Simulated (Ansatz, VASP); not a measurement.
# One calculation of PbS, two programs

File INCAR:

```
ALGO = Normal
EDIFF = 1E-6
ENCUT = 520
GGA = PE
ISIF = 2
ISMEAR = 0
IVDW = 12
LASPH = T
LCHARG = F
LREAL = F
LWAVE = F
NBANDS = 17
NELM = 100
PREC = Accurate
SIGMA = 0.02
```

KPOINTS

```
k-points
0
Gamma
  10 10 10
```

Contents of POSCAR:

```
PbS
1.0
    0.0000000000      2.9073413860      2.9073413860
    2.9073413860      0.0000000000      2.9073413860
    2.9073413860      2.9073413860      0.0000000000
Pb S
1 1
Direct
    0.0000000000      0.0000000000      0.0000000000
    0.5000000000      0.5000000000      0.5000000000
```

Input for Ansatz:

```yaml
crystal:
  lattice:
    - [0.0, 2.907341386, 2.907341386]
    - [2.907341386, 0.0, 2.907341386]
    - [2.907341386, 2.907341386, 0.0]
  atoms:
    - { symbol: Pb, position: [0.0, 0.0, 0.0] }
    - { symbol: S, position: [0.5, 0.5, 0.5] }
basis:
  ecutwfc: 420
kpoints:
  mp_grid: { grid: [10, 10, 10] }
hamiltonian:
  xc: pbe
  dispersion: d3bj
scf:
  occupations: { method: gaussian, width: 0.02 }
output:
  forces: true
  stress: true
  eigenvalues: true
  write_density: true
  write_potential: true
  elf: true
  volumetric_format: npy
```

Alike in both runs: task single point; functional PBE; dispersion D3(BJ); k mesh 10 × 10 × 10; occupations gaussian, width 0.02 eV; no spin polarisation.

|  | VASP | Ansatz |
| --- | --- | --- |
| version | VASP 6.6.1 | Ansatz 0.2.0 |
| potentials or method | VASP PAW PBE potentials, release 64 (Pb_d, S), cutoff 520 eV | scalar-relativistic, plane waves, PAW |
| valence electrons in the cell | 20 | 20 |

|  | VASP | Ansatz | Ansatz less VASP |
| --- | --- | --- | --- |
| gap on the k mesh at the Fermi level (eV) | 0.12 | 0.12 | -0.008 |
| least direct gap on the mesh (eV) | 0.12 | 0.12 | -0.008 |
| pressure (GPa) | 3.9 | 4.0 | +0.09 |

Neither program's run includes spin-orbit coupling.
